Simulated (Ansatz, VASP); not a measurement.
Ba2VReO6 in VASP and in Ansatz

```xyz
10
Lattice="0.0000 4.0788 4.0788 4.0788 0.0000 4.0788 4.0788 4.0788 0.0000" Properties=species:S:1:pos:R:3 pbc="T T T"
Re    0.0000    0.0000    0.0000
V     4.0788    4.0788    4.0788
O     2.0394    4.0788    4.0788
O     4.0788    2.0394    4.0788
O     6.1181    4.0788    4.0788
O     4.0788    6.1181    4.0788
O     4.0788    4.0788    2.0394
O     4.0788    4.0788    6.1181
Ba    2.0394    2.0394    2.0394
Ba    6.1181    6.1181    6.1181
```

Alike in both runs: task single point; functional r2SCAN; k mesh 4 × 4 × 4; occupations tetrahedron; no spin polarisation.

```csv
,VASP,Ansatz
version,VASP 6.6.1,Ansatz 0.2.0
potentials or method,"VASP PAW PBE potentials, release 64 (Re_sv_GW, V_sv, O, Ba_sv), cutoff 660 eV",PAW plane waves
valence electrons in the cell,84,84
```

```csv
,VASP,Ansatz,Ansatz less VASP
gap on the k mesh at the Fermi level (eV),none,none,-
pressure (GPa),-12.0,-13.2,-1.19
```

VASP's potentials were made for PBE, not for r2SCAN. A gap of «none» marks a metal or a gap that the smearing closes. The functional is the same, so the differences come from potentials, cutoffs and numerics. Ansatz's warnings: band table not solved further, tetrahedron derivatives may miss energy slope.

Neither program's run includes spin-orbit coupling.
